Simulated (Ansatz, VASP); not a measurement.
**One calculation of Al, two programs**

The input INCAR:

```
PREC     = Accurate       # precision mode
ENCUT    = 520            # plane-wave cutoff, eV
EDIFF    = 1E-7           # SCF threshold, eV
ISMEAR   = 0              # smearing method
SIGMA    = 0.15           # smearing width, eV
LREAL    = F              # projectors in reciprocal space
LASPH    = T              # aspherical terms in the spheres
NELM     = 80             # most SCF steps
ALGO     = Fast           # electronic algorithm
ISIF     = 2              # what is computed and relaxed
LWAVE    = F              # write WAVECAR
LCHARG   = T              # write CHGCAR
GGA      = PS             # functional
LELF     = T              # ELF
LVHAR    = T            
NBANDS   = 14             # bands
```

KPOINTS

```
regular mesh
0
Gamma
  22 22 7
```

POSCAR

```
Al
1.0
   -1.6064390039      1.6064390039     -1.6064390039
   -1.6064390039     -1.6064390039      1.6064390039
    0.0000000000      6.7793094061      6.7793094061
Al
4
Direct
    0.0000000000      0.0000000000      0.8293671489
    0.5000000000      0.5000000000      0.1184810213
    0.0000000000      0.0000000000      0.3554430638
    0.5000000000      0.5000000000      0.5924051063
```

Input for Ansatz:

```yaml
crystal:
  lattice:
    - [-1.6064390039, 1.6064390039, -1.6064390039]
    - [-1.6064390039, -1.6064390039, 1.6064390039]
    - [0.0, 6.7793094061, 6.7793094061]
  atoms:
    - { symbol: Al, position: [0.0, 0.0, 0.8293671489] }
    - { symbol: Al, position: [0.5, 0.5, 0.1184810213] }
    - { symbol: Al, position: [0.0, 0.0, 0.3554430638] }
    - { symbol: Al, position: [0.5, 0.5, 0.5924051063] }
basis:
  ecutwfc: 420
kpoints:
  mp_grid: { grid: [22, 22, 7] }
hamiltonian:
  xc: pbesol
scf:
  occupations: { method: gaussian, width: 0.15 }
output:
  forces: true
  stress: true
  eigenvalues: true
```

Alike in both runs: task single point; functional PBEsol; k mesh 22 × 22 × 7; occupations gaussian, width 0.15 eV; no spin polarisation.

|  | VASP | Ansatz |
| --- | --- | --- |
| version | VASP 6.6.1 | Ansatz 0.2.0 |
| potentials or method | VASP PAW PBE potentials, release 64 (Al), cutoff 520 eV | scalar-relativistic, plane waves, PAW |
| valence electrons in the cell | 12 | 12 |

VASP gave:

| Property | Result |
| --- | --- |
| gap on the k mesh at the Fermi level (eV) | none |
| pressure (GPa) | -2.1 |
| traceless stress, the component that is largest in VASP (GPa) | -0.79 |
| rms of the force components (eV/Å) | 0.222 |

Estimate Ansatz's values.

gap on the k mesh at the Fermi level (eV): none; pressure (GPa): -2.2; traceless stress, the component that is largest in VASP (GPa): -0.78; rms of the force components (eV/Å): 0.221.

VASP's potentials were made for PBE, not for PBEsol. Atom by atom the forces differ by 0.001 eV/Å (rms over components). A gap of «none» marks a metal or a gap that the smearing closes.
